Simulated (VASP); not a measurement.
**BeTe: single point with PBE**

The system is BeTe.

```
Be Te
1.0
     0.00000    2.84198    2.84198
     2.84198    0.00000    2.84198
     2.84198    2.84198    0.00000
Be Te
1 1
Direct
  0.00000 0.00000 0.00000
  0.25000 0.25000 0.25000
```

```
Program             : VASP 6.6.1
Task                : single point
Functional          : PBE
Potentials or basis : VASP PAW PBE potentials, release 64 (Be, Te)
Cutoff              : 520 eV
k mesh              : 5 × 5 × 5
Occupations         : gaussian, width 0.01 eV
Spin                : no spin polarisation
```

```json
{
  "Pressure": "-0.3 GPa",
  "Band gap on the k mesh": "2.13 eV, indirect (least direct gap 3.62 eV)"
}
```

Levels at points of the mesh, in eV from the valence-band top:
```csv
k point,band 1,band 2,band 3,band 4,band 5,band 6,band 7,band 8,band 9
"(0.00, 0.00, 0.00)",-12.12,0.00,0.00,0.00,3.62,3.63,3.63,3.63,8.27
```

It took 6.9 s on 1 thread of Intel(R) Xeon(R) Platinum 8259CL CPU @ 2.50GHz (Skylake/Cascade Lake), on a shared host, peak memory 0.16 GiB.

Caveat: spin-orbit coupling is left out, which moves the levels of the heavy elements. PBE gaps usually lie below the measured ones, often by a third to a half.
